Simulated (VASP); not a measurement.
Write the native input for VASP 6.6.1 that does the following.

```
Task                   : single point
Functional             : PBEsol
Dispersion             : D3(BJ)
Potentials or basis    : VASP PAW PBE potentials, release 64 (Hf_pv, H)
Cutoff                 : 520 eV
k mesh                 : 7 × 7 × 7
Occupations            : methfessel-paxton, width 0.1 eV
Spin                   : no spin polarisation
Dipole correction      : no
Further INCAR settings : ALGO = Normal; EDIFF = 1e-06; NBANDS = 14
```

The structure of HfH3 lies in POSCAR:

```
HfH3
1.0
    3.0273217542      0.0000000000      0.0000000000
    0.0000000000      3.0273217542      0.0000000000
    0.0000000000      0.0000000000      3.0273217542
Hf H
1 3
Direct
    0.0000000000      0.0000000000      0.0000000000
    0.0000000000      0.5000000000      0.5000000000
    0.5000000000      0.0000000000      0.5000000000
    0.5000000000      0.5000000000      0.0000000000
```

The input as run:

INCAR

```
SYSTEM = HfH3
PREC = Accurate
ENCUT = 520
EDIFF = 1E-6
ISMEAR = 1
SIGMA = 0.1
LREAL = .FALSE.
LASPH = .TRUE.
NELM = 100
ALGO = Normal
ISIF = 2
LWAVE = .FALSE.
LCHARG = .FALSE.
GGA = PS
IVDW = 12
NBANDS = 14
```

KPOINTS

```
regular mesh
0
G
  7 7 7
  0 0 0
```

Potentials or basis: VASP PAW PBE potentials, release 64 (Hf_pv, H).

Command:

```console
$ cat potpaw_PBE.64/Hf_pv/POTCAR potpaw_PBE.64/H/POTCAR > POTCAR
$ mpirun -np 1 vasp_std > vasp.out
```

It gave:

The pressure is -0.7 GPa and the dispersion energy per atom is -0.186 eV.

Caveat: the PAW data sets were made with another functional, which shifts forces and pressure a little; pairwise dispersion overbinds metals, which lowers pressure and volume.

Run time: 4.3 s on 1 thread of Intel(R) Xeon(R) Platinum 8559C (Emerald Rapids), with other jobs on the host, peak memory 0.15 GiB.
